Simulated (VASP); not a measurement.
# ZrIn (P4/mmm) in VASP: further runs

The runs below take ZrIn through single point, relaxation of cell and atoms, with LDA.

Program: VASP 6.6.1. These are calculated values, not measurements. Logs are shortened: lines on timing, memory, paths and dates and some standing lists are left out, and cuts for length are marked.

## (1) The cell of the first run

Symmetry: P4/mmm, No. 123, tetragonal system. Conventional cell: a = 3.096 Å, b = 3.096 Å, c = 4.303 Å, α = 90.00°, β = 90.00°, γ = 90.00°. Zr (site symmetry 4/mmm) has 8 In at 3.07 Å and 4 Zr at 3.10 Å within 4.0 Å. Within 4.0 Å of In (site symmetry 4/mmm) lie 8 Zr at 3.07 Å and 4 In at 3.10 Å.

## (2) Single point, LDA

INCAR

```
SYSTEM = ZrIn
ALGO = Normal ; EDIFF = 1E-6
ENCUT = 520 ; GGA = CA
ISIF = 2 ; ISMEAR = 0
LASPH = .True. ; LCHARG = .True.
LELF = .True. ; LREAL = .False.
LVHAR = .True. ; LWAVE = .False.
NBANDS = 20 ; NELM = 80
PREC = Accurate ; SIGMA = 0.1
```

KPOINTS

```
k-points
0
Gamma
  8 8 6
  0 0 0
```

POSCAR

```
ZrIn
1.0
    3.0959106886      0.0000000000      0.0000000000
    0.0000000000      3.0959106886      0.0000000000
    0.0000000000      0.0000000000      4.3032978231
Zr In
1 1
Direct
    0.0000000000      0.0000000000      0.0000000000
    0.5000000000      0.5000000000      0.5000000000
```

Potentials or basis: VASP PAW LDA potentials, release 64 (Zr_sv, In_d).

Launch:

```bash
$ cat potpaw_LDA.64/Zr_sv/POTCAR potpaw_LDA.64/In_d/POTCAR > POTCAR
$ mpirun -np 1 vasp_std > vasp.out
```

OUTCAR:

```text
SYSTEM = ZrIn
   EDIFF = 1E-6
   ENCUT = 520
   GGA = CA
   ISIF = 2
   ISMEAR = 0
   LASPH = .True.
   LREAL = .False.
   NELM = 80
   PREC = Accurate

 ion  position               nearest neighbor table
   1  0.000  0.000  0.000-   2 3.07   2 3.07   2 3.07   2 3.07   2 3.07   2 3.07   2 3.07   2 3.07

   2  0.500  0.500  0.500-   1 3.07   1 3.07   1 3.07   1 3.07   1 3.07   1 3.07   1 3.07   1 3.07

  LATTYP: Found a simple tetragonal cell.
 ALAT       =     3.0959106886
 C/A-ratio  =     1.3899941749

  Lattice vectors:

 A1 = (   3.0959106886,   0.0000000000,   0.0000000000)
 A2 = (   0.0000000000,   3.0959106886,   0.0000000000)
 A3 = (   0.0000000000,   0.0000000000,   4.3032978231)

Analysis of symmetry for initial positions (statically):
=====================================================================
 Subroutine PRICEL returns:
 Original cell was already a primitive cell.

 Routine SETGRP: Setting up the symmetry group for a
 simple tetragonal supercell.

 Subroutine GETGRP returns: Found 16 space group operations
 (whereof 16 operations were pure point group operations)
 out of a pool of 16 trial point group operations.

The static configuration has the point symmetry D_4h.

Analysis of symmetry for dynamics (positions and initial velocities):
=====================================================================
 Subroutine PRICEL returns:
 Original cell was already a primitive cell.

 Routine SETGRP: Setting up the symmetry group for a
 simple tetragonal supercell.

 Subroutine GETGRP returns: Found 16 space group operations
 (whereof 16 operations were pure point group operations)
 out of a pool of 16 trial point group operations.

The dynamic configuration has the point symmetry D_4h.

 Subroutine INISYM returns: Found 16 space group operations
 (whereof 16 operations are pure point group operations),
 and found     1 'primitive' translations

----------------------------------------------------------------------------------------

                                     Primitive cell

  volume of cell :      41.2457

  direct lattice vectors                    reciprocal lattice vectors
     3.095910689  0.000000000  0.000000000     0.323006734  0.000000000  0.000000000
     0.000000000  3.095910689  0.000000000     0.000000000  0.323006734  0.000000000
     0.000000000  0.000000000  4.303297823     0.000000000  0.000000000  0.232379919

  length of vectors
     3.095910689  3.095910689  4.303297823     0.323006734  0.323006734  0.232379919

  position of ions in fractional coordinates (direct lattice)
     0.000000000  0.000000000  0.000000000
     0.500000000  0.500000000  0.500000000
[... 72 lines left out ...]
   LNONCOLLINEAR =      F non collinear calculations
   LSORBIT =      F    spin-orbit coupling
   LASPH  =      T    aspherical Exc in radial PAW
   ENCUT  =  520.0 eV  38.22 Ry    6.18 a.u.   5.76  5.76  8.00*2*pi/ulx,y,z
   NELM   =     80;   NELMIN=  2; NELMDL= -5     # of ELM steps
   EDIFF  = 0.1E-05   stopping-criterion for ELM
   LREAL  =      F    real-space projection
   EDIFFG = 0.1E-04   stopping-criterion for IOM
   NSW    =      0    number of steps for IOM
   IBRION =     -1    ionic relax: 0-MD 1-quasi-New 2-CG
   NFREE  =      0    steps in history (QN), initial steepest desc. (CG)
   ISIF   =      2    stress and relaxation
   ISYM   =      2    0-nonsym 1-usesym 2-fastsym
   POTIM  = 0.5000    time-step for ionic-motion
   TEBEG  =    0.0;   TEEND  =   0.0 temperature during run
   PSTRESS=    0.0 pullay stress
   NELECT =      25.0000    total number of electrons
   NUPDOWN=      -1.0000    fix difference up-down
   EMIN   =  10.00;   EMAX   =-10.00  energy-range for DOS
   EFERMI =   0.00;   METHOD = LEGACY
   ISMEAR =     0;   SIGMA  =   0.10  broadening in eV -4-tet -1-fermi 0-gaus
   EFERMI_NEDOS =   21; number of points for ismear=-14 and -15
   IALGO  =     38    algorithm
   IMIX   =      4    mixing-type and parameters
     AMIX     =   0.40;   BMIX     =  1.00
     AMIX_MAG =   1.60;   BMIX_MAG =  1.00
  volume/ion in A,a.u.               =      20.62       139.17
  Fermi-wavevector in a.u.,A,eV,Ry     =   1.385465  2.618148 26.116546  1.919512
  Thomas-Fermi vector in A             =   2.509872
   LORBIT       =      0    0 simple, 1 ext, 2 COOP (PROOUT), +10 PAW based schemes
   GGA     = CA    functional components
   LHFCALC =     F    Hartree Fock is set to
   AEXX    =    0.0000 exact exchange contribution
   IVDW    =     0    specifies the selected vdW correction
   LEPSILON=     F    determine dielectric tensor
   LRPA    =     F    only Hartree local field effects (RPA)
 non-spin polarized calculation
 Gauss-broadening in eV      SIGMA  =   0.10
  energy-cutoff  :      520.00
  volume of cell :       41.25
 maximum number of plane-waves:      1136
 NGX is ok and might be reduce to    24
   NGX = 11   NGY = 11   NGZ = 17

 number of electron      24.9999994 magnetization

 Free energy of the ion-electron system (eV)
  ---------------------------------------------------
  ext. energy  EPLUGINS =         0.00000000
  ---------------------------------------------------
  free energy    TOTEN  =       -13.35931588 eV

  energy without entropy =      -13.34791553  energy(sigma->0) =      -13.35361570

 E-fermi :   9.9961     XC(G=0): -11.8008

 val. band max:        9.9894063962   @ k =   0.1250   0.0000   0.1667
 cond. band min:      10.0068675975   @ k =   0.2500   0.1250   0.5000
 fundamental gap:      0.0174612013
 Fermi energy:         9.9960578696

 k-point     1 :       0.0000    0.0000    0.0000
  band No.  band energies     occupation
      1     -38.3922      2.00000
      2     -16.7436      2.00000
      3     -16.1851      2.00000
      4     -16.1851      2.00000
      5      -4.6547      2.00000
      6      -4.3847      2.00000
[... 541 lines left out ...]
     19      18.7450      0.00000
     20      20.6699      0.00000

 [... further k-points ...]
[... 5 lines left out ...]
  --------------------------------------------------------------------------------------
  -------------------------------------------------------------------------------------
  Total        0.0662547      0.0662547      0.0750603      0.0000000      0.0000000      0.0000000
  in kB        2.5736489      2.5736489      2.9156991      0.0000000      0.0000000      0.0000000
  external PRESSURE =       2.6876657 kB  Pullay stress =       0.0000000 kB

 VOLUME and BASIS-vectors are now :
 -----------------------------------------------------------------------------
  energy-cutoff  :      520.00
  volume of cell :       41.25
      direct lattice vectors                 reciprocal lattice vectors
     3.095910689  0.000000000  0.000000000     0.323006734  0.000000000  0.000000000
     0.000000000  3.095910689  0.000000000     0.000000000  0.323006734  0.000000000
     0.000000000  0.000000000  4.303297823     0.000000000  0.000000000  0.232379919

 POSITION                                       TOTAL-FORCE (eV/Angst)
 -----------------------------------------------------------------------------------
      0.00000      0.00000      0.00000         0.000000      0.000000      0.000000
      1.54796      1.54796      2.15165         0.000000      0.000000      0.000000
 -----------------------------------------------------------------------------------
    total drift:                                0.000000      0.000000     -0.000000

  FREE ENERGIE OF THE ION-ELECTRON SYSTEM (eV)
  ---------------------------------------------------
  free  energy   TOTEN  =       -13.3593158790 eV

  energy  without entropy=      -13.3479155256  energy(sigma->0) =      -13.35361570
```

It took 20 s on 1 thread of Intel Xeon Platinum 8124M at 3.00GHz (Skylake/Cascade Lake), shared host; peak memory 0.16 GiB.

Results:

- Free energy: -13.3593 eV
- Pressure: 0.3 GPa
- Band gap on the k mesh: zero (an odd number of electrons rules out a gap without spin polarisation)

Levels at points of the mesh, in eV from the Fermi level:
```csv
k point,band 9,band 10,band 11,band 12,band 13,band 14,band 15,band 16
"(0.00, 0.00, 0.00)",-14.02,-9.15,-1.64,-1.09,0.06,3.07,3.07,4.59
"(0.50, 0.00, 0.00)",-13.97,-4.98,-4.55,-2.11,-0.61,1.80,3.27,5.79
"(0.50, 0.50, 0.00)",-13.77,-4.02,-0.69,-0.69,0.41,0.41,0.42,3.87
"(0.00, 0.00, 0.50)",-14.01,-7.58,-4.97,-1.13,0.77,1.83,1.83,4.55
"(0.50, 0.00, 0.50)",-13.96,-5.78,-2.63,-1.01,-0.77,2.24,2.27,3.18
"(0.50, 0.50, 0.50)",-13.77,-3.12,-2.85,-2.85,-0.68,2.64,4.50,5.57
```

Caveat: spin-orbit coupling is left out, which moves the levels of the heavy elements.

## (3) Relaxation of cell and atoms, LDA

This run uses another cell than the first one, of 21.97 Å³/atom.

INCAR

```
ALGO = Normal
EDIFF = 1E-6
EDIFFG = -0.03
ENCUT = 600
IBRION = 2
ISIF = 3
ISMEAR = 0
LASPH = True
LCHARG = False
LREAL = False
LWAVE = False
NELM = 60
NSW = 50
PREC = Accurate
SIGMA = 0.1
```

KPOINTS

```
k-points
0
Gamma
  8 8 6
```

POSCAR

```
ZrIn
1.0
    3.1406500000      0.0000000000      0.0000000000
    0.0000000000      3.1406500000      0.0000000000
    0.0000000000      0.0000000000      4.4541000000
Zr In
1 1
Direct
    0.0000000000      0.0000000000      0.0000000000
    0.5000000000      0.5000000000      0.5000000000
```

Potentials or basis: VASP PAW LDA potentials, release 64 (Zr_sv, In_d).

Launch:

```bash
$ cat potpaw_LDA.64/Zr_sv/POTCAR potpaw_LDA.64/In_d/POTCAR > POTCAR
$ mpirun -np 1 vasp_std > vasp.out
```

Run time: 2.1 min. Hardware: 1 thread of Intel Xeon Platinum 8124M at 3.00GHz (Skylake/Cascade Lake), shared host; peak memory 0.2 GiB.

It converged, with:

- Free energy: -13.3599 eV
- Relaxed volume: 20.67 Å³/atom
- Relaxed cell: a = 3.096 Å, b = 3.096 Å, c = 4.312 Å, α = 90.00°, β = 90.00°, γ = 90.00°
- Space group after relaxing (to 0.1 Å): P4/mmm (No. 123)
- Energy gained by relaxing: 26.0 meV/atom
- Ionic steps: 6
- Pressure after relaxing: 0.1 GPa
- Band gap on the k mesh: zero (an odd number of electrons rules out a gap without spin polarisation)

The path:
| step | energy change (eV) | largest force (eV/Å) | pressure (GPa) | volume (Å³) |
| --- | --- | --- | --- | --- |
| 1 | 0.0000 | 0.0000 | -5.89 | 43.93 |
| 2 | 0.0016 | 0.0000 | 7.56 | 38.99 |
| 3 | -0.0509 | 0.0000 | -0.02 | 41.37 |
| 4 | -0.0509 | 0.0000 | 0.10 | 41.32 |
| 5 | -0.0515 | 0.0000 | 0.10 | 41.33 |
| 6 | -0.0520 | 0.0000 | 0.08 | 41.34 |

Final structure:
```cif
data_structure
_symmetry_space_group_name_H-M 'P 1'
_symmetry_Int_Tables_number 1
_cell_length_a 3.0965
_cell_length_b 3.0965
_cell_length_c 4.3117
_cell_angle_alpha 90.000
_cell_angle_beta 90.000
_cell_angle_gamma 90.000
_cell_volume 41.34
loop_
_atom_site_label
_atom_site_type_symbol
_atom_site_fract_x
_atom_site_fract_y
_atom_site_fract_z
_atom_site_occupancy
Zr1 Zr 0.00000 0.00000 0.00000 1
In1 In 0.50000 0.50000 0.50000 1
```

Levels at points of the mesh, in eV from the Fermi level:
```
           k point  band 9  band 10  band 11  band 12  band 13  band 14  band 15  band 16
(0.00, 0.00, 0.00)  -14.01    -9.14    -1.64    -1.08     0.05     3.07     3.07     4.59
(0.50, 0.00, 0.00)  -13.96    -4.97    -4.54    -2.11    -0.61     1.81     3.27     5.77
(0.50, 0.50, 0.00)  -13.76    -4.00    -0.69    -0.69     0.40     0.40     0.43     3.84
(0.00, 0.00, 0.50)  -14.01    -7.58    -4.96    -1.12     0.76     1.84     1.84     4.55
(0.50, 0.00, 0.50)  -13.96    -5.77    -2.63    -1.01    -0.76     2.22     2.27     3.18
(0.50, 0.50, 0.50)  -13.76    -3.11    -2.83    -2.83    -0.68     2.63     4.50     5.56
```

Caveat: spin-orbit coupling is left out, which moves the levels of the heavy elements.

The gap in the log of VASP goes by the Fermi energy; the results here count the filled bands.